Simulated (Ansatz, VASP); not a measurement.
Si2Mo in VASP and in Ansatz

```
CELL_PARAMETERS angstrom
-1.59504 1.59504 3.91069
1.59504 -1.59504 3.91069
1.59504 1.59504 -3.91069
ATOMIC_POSITIONS crystal
Si 0.33506 0.36641 0.03135
Si 0.66494 0.63359 0.96865
Mo 0.00000 0.00000 0.00000
```

Change from the starting cell: mode 7 (333.0 1/cm) frozen in, largest displacement -0.100 Å.

Alike in both runs: task single point; functional PBEsol; k mesh 20 × 20 × 20; occupations gaussian, width 0.15 eV; no spin polarisation.

|  | VASP | Ansatz |
| --- | --- | --- |
| version | VASP 6.6.1 | Ansatz 0.2.0 |
| potentials or method | VASP PAW PBE potentials, release 64 (Si, Mo_sv), cutoff 520 eV | scalar-relativistic, plane waves, PAW |
| valence electrons in the cell | 22 | 22 |

VASP gave:

* gap on the k mesh at the Fermi level (eV): none
* pressure (GPa): 1.7
* traceless stress, the component that is largest in VASP (GPa): 1.31
* rms of the force components (eV/Å): 0.546

Q: What did Ansatz give for the same quantities?

A: gap on the k mesh at the Fermi level (eV): none; pressure (GPa): 1.4; traceless stress, the component that is largest in VASP (GPa): 1.27; rms of the force components (eV/Å): 0.543.

VASP's potentials were made for PBE, not for PBEsol. Atom by atom the forces differ by 0.004 eV/Å (rms over components). A gap of «none» marks a metal or a gap that the smearing closes.
